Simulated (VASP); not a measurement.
# CdTe in VASP: notebook, part 2 of 2

VASP 6.6.1. The steps go on from the part before.

### 4 Single point, r2SCAN

This run uses another cell than the first one, of 35.22 Å³/atom.

POSCAR reads:

```
CdTe
1.0
    3.2778738174      3.2778738174      0.0000000000
   -3.2778738174      3.2778738174      0.0000000000
    0.0000000000      3.2778738174      3.2778738174
Cd Te
1 1
Direct
    0.0000000000      0.0000000000      0.0000000000
    0.7500000000      0.2500000000      0.5000000000
```

INCAR.step1 reads:

```
ALGO = Normal ; EDIFF = 1E-4
ENCUT = 520 ; GGA = PE
ISMEAR = 0 ; LASPH = T
LCHARG = F ; LREAL = F
LWAVE = T ; NBANDS = 16
NELM = 60 ; PREC = Accurate
SIGMA = 0.01
```

INCAR.step2 reads:

```
ALGO = Normal ; EDIFF = 1E-6
ENCUT = 520 ; ISIF = 2
ISMEAR = 0 ; ISTART = 1
LASPH = T ; LCHARG = T
LELF = T ; LMIXTAU = T
LREAL = F ; LVHAR = T
LWAVE = F ; METAGGA = R2SCAN
NBANDS = 16 ; NELM = 60
PREC = Accurate ; SIGMA = 0.01
```

KPOINTS reads:

```
k-points
0
Gamma
  6 6 6
```

Started as:

```
> cat potpaw_PBE.64/Cd/POTCAR potpaw_PBE.64/Te/POTCAR > POTCAR
> cp INCAR.step1 INCAR
> mpirun -np 1 vasp_std > vasp.out
> cp INCAR.step2 INCAR
> mpirun -np 1 vasp_std > vasp.out
```

It took 36 s on 1 thread of Intel Xeon 6975P-C (Granite Rapids), shared host; peak memory 0.22 GiB.

It converged, with:

```
Free energy            : -46.6413 eV
Pressure               : 0.2 GPa
Band gap on the k mesh : 1.16 eV
```

Levels at points of the mesh, in eV from the valence-band top:
| k point | band 6 | band 7 | band 8 | band 9 | band 10 | band 11 | band 12 | band 13 |
| --- | --- | --- | --- | --- | --- | --- | --- | --- |
| (0.00, 0.00, 0.00) | -8.19 | 0.00 | 0.00 | 0.00 | 1.16 | 5.05 | 5.05 | 5.05 |
| (0.50, 0.00, 0.00) | -7.85 | -4.30 | -0.74 | -0.74 | 2.19 | 5.60 | 5.60 | 7.38 |
| (0.50, 0.50, 0.00) | -7.71 | -4.18 | -1.79 | -1.79 | 2.95 | 2.99 | 9.26 | 9.64 |

Caveat: the PAW data sets were made with another functional, which shifts forces and pressure a little; spin-orbit coupling is left out, which moves the levels of the heavy elements.

### 5 Single point, r2SCAN (in-plane strain +0.01, then relaxed in part)

POSCAR reads:

```
CdTe
1.0
    3.3106525556      3.3106525556      0.0000000000
   -3.3106525556      3.3106525556      0.0000000000
    0.0000000000      3.3106525556      3.2393707213
Cd Te
1 1
Direct
    0.0000000000      0.0000000000      0.0000000000
    0.7500000000      0.2500000000      0.5000000000
```

INCAR.step1 reads:

```
SYSTEM = CdTe
PREC = Accurate
ENCUT = 520
ISMEAR = 0
SIGMA = 0.01
LREAL = .FALSE.
LASPH = .TRUE.
NELM = 60
NBANDS = 16
GGA = PE
ALGO = Normal
EDIFF = 1E-4
LWAVE = .TRUE.
LCHARG = .FALSE.
```

INCAR.step2 reads:

```
SYSTEM = CdTe
PREC = Accurate
ENCUT = 520
EDIFF = 1E-6
ISMEAR = 0
SIGMA = 0.01
LREAL = .FALSE.
LASPH = .TRUE.
NELM = 60
ALGO = Normal
ISIF = 2
LWAVE = .FALSE.
LCHARG = .FALSE.
METAGGA = R2SCAN
LMIXTAU = .TRUE.
NBANDS = 16
ISTART = 1
```

KPOINTS reads:

```
Automatic mesh
0
G
  6 6 6
  0 0 0
```

Potentials or basis: VASP PAW PBE potentials, release 64 (Cd, Te).

Started as:

```
> cat potpaw_PBE.64/Cd/POTCAR potpaw_PBE.64/Te/POTCAR > POTCAR
> cp INCAR.step1 INCAR
> mpirun -np 1 vasp_std > vasp.out
> cp INCAR.step2 INCAR
> mpirun -np 1 vasp_std > vasp.out
```

OUTCAR:

```text
SYSTEM = CdTe
   PREC = Accurate
   ENCUT = 520
   EDIFF = 1E-6
   ISMEAR = 0
   LREAL = .FALSE.
   LASPH = .TRUE.
   NELM = 60
   ISIF = 2
   METAGGA = R2SCAN
   ISTART = 1

 ion  position               nearest neighbor table
   1  0.000  0.000  0.000-   2 2.85   2 2.85   2 2.85   2 2.85
   2  0.750  0.250  0.500-   1 2.85   1 2.85   1 2.85   1 2.85

  LATTYP: Found a body centered tetragonal cell.
 ALAT       =     4.6819697444
 C/A-ratio  =     1.3837640558

  Lattice vectors:

 A1 = (   3.3106525556,   0.0000000000,  -3.2393707213)
 A2 = (  -3.3106525556,   0.0000000000,  -3.2393707213)
[... 626 lines left out ...]
      5      -6.4482      2.00000
      6      -5.9641      2.00000
[... 8 lines left out ...]
     15      12.7316      0.00000
     16      13.4403      0.00000

 [... further k-points ...]
[... 5 lines left out ...]
  --------------------------------------------------------------------------------------
  -------------------------------------------------------------------------------------
  Total       -0.1285818     -0.1285818      0.0293327      0.0000000      0.0000000     -0.0000000
  in kB       -2.9011643     -2.9011643      0.6618277      0.0000000      0.0000000     -0.0000000
  external PRESSURE =      -1.7135003 kB  Pullay stress =       0.0000000 kB

 VOLUME and BASIS-vectors are now :
 -----------------------------------------------------------------------------
  energy-cutoff  :      520.00
  volume of cell :       71.01
      direct lattice vectors                 reciprocal lattice vectors
     3.310652556  3.310652556  0.000000000     0.151027627  0.151027627 -0.154350966
    -3.310652556  3.310652556  0.000000000    -0.151027627  0.151027627 -0.154350966
     0.000000000  3.310652556  3.239370721     0.000000000  0.000000000  0.308701932

 POSITION                                       TOTAL-FORCE (eV/Angst)
 -----------------------------------------------------------------------------------
      0.00000      0.00000      0.00000         0.000000      0.000000      0.000000
      1.65533      4.96598      1.61969        -0.000000     -0.000000      0.000000
 -----------------------------------------------------------------------------------
    total drift:                               -0.000000     -0.000000      0.000000

  FREE ENERGIE OF THE ION-ELECTRON SYSTEM (eV)
  ---------------------------------------------------
  free  energy   TOTEN  =       -46.6400992049 eV

  energy  without entropy=      -46.6400992049  energy(sigma->0) =      -46.64009920
```

OUTCAR.step1:

```text
SYSTEM = CdTe
   PREC = Accurate
   ENCUT = 520
   ISMEAR = 0
   LREAL = .FALSE.
   LASPH = .TRUE.
[... 678 lines left out ...]
      0.00000      0.00000      0.00000         0.000000      0.000000      0.000000
      1.65533      4.96598      1.61969        -0.000000     -0.000000      0.000000
 -----------------------------------------------------------------------------------
    total drift:                                0.000001     -0.000000      0.000000

  FREE ENERGIE OF THE ION-ELECTRON SYSTEM (eV)
  ---------------------------------------------------
  free  energy   TOTEN  =        -4.8014437453 eV

  energy  without entropy=       -4.8014437453  energy(sigma->0) =       -4.80144375
```

OSZICAR.step1:

```text
N       E                     dE             d eps       ncg     rms          rms(c)
DAV:   1     0.100742905234E+03    0.10074E+03   -0.82189E+03   976   0.967E+02
DAV:   2    -0.129651401287E+01   -0.10204E+03   -0.96617E+02  1144   0.237E+02
DAV:   3    -0.500073571887E+01   -0.37042E+01   -0.36981E+01  1176   0.464E+01
DAV:   4    -0.503581061226E+01   -0.35075E-01   -0.35073E-01  1464   0.395E+00
DAV:   5    -0.503589704951E+01   -0.86437E-04   -0.86437E-04  1264   0.185E-01    0.513E+00
DAV:   6    -0.481547485305E+01    0.22042E+00   -0.37456E-01  1112   0.709E+00    0.426E+00
DAV:   7    -0.480006416616E+01    0.15411E-01   -0.10373E-01  1112   0.206E+00    0.167E+00
DAV:   8    -0.480104411273E+01   -0.97995E-03   -0.10270E-02  1064   0.113E+00    0.448E-01
DAV:   9    -0.480138858319E+01   -0.34447E-03   -0.98388E-04  1192   0.320E-01    0.993E-02
DAV:  10    -0.480144374527E+01   -0.55162E-04   -0.10303E-04   968   0.102E-01
   1 F= -.48014437E+01 E0= -.48014437E+01  d E =-.121051E-55
```

Run time: 64 s. Hardware: 1 thread of Intel Xeon 6975P-C (Granite Rapids), shared host; peak memory 0.23 GiB.

Results:

| Item | Value |
| --- | --- |
| Free energy | -46.6401 eV |
| Pressure | -0.2 GPa |
| Band gap on the k mesh | 1.09 eV |

Stress tensor (GPa, compression positive):
```
-0.29  0.00  0.00
 0.00 -0.29  0.00
 0.00  0.00  0.07
```

Caveat: the cell differs from its parent crystal (in-plane strain +0.01, then relaxed in part); the PAW data sets were made with another functional, which shifts forces and pressure a little; spin-orbit coupling is left out, which moves the levels of the heavy elements.

### 6 Summary

```csv
cell,cutoff (eV),gap on the mesh (eV),pressure (GPa)
"a = 4.659, b = 4.659, c = 4.640 Å, angles 59.9, 59.9, 90.0°, 2 atoms",550,1.12,-0.2
"a = 4.682, b = 4.682, c = 4.632 Å, angles 59.6, 59.6, 90.0°, 2 atoms",550,1.09,-0.2
"a = 4.636 Å, angles 60.0, 60.0, 90.0°, 2 atoms",520,1.16,0.2
"a = 4.682, b = 4.682, c = 4.632 Å, angles 59.6, 59.6, 90.0°, 2 atoms",520,1.09,-0.2
```

Alike in all rows: task single point; level r2SCAN; potentials or basis VASP PAW PBE potentials, release 64 (Cd, Te); no spin polarisation; k mesh 6 × 6 × 6; smearing gaussian 0.01 eV.

Caveats: the PAW data sets were made with another functional, which shifts forces and pressure a little; spin-orbit coupling is left out, which moves the levels of the heavy elements.

Absolute energies hang on the potentials; compare differences alone.
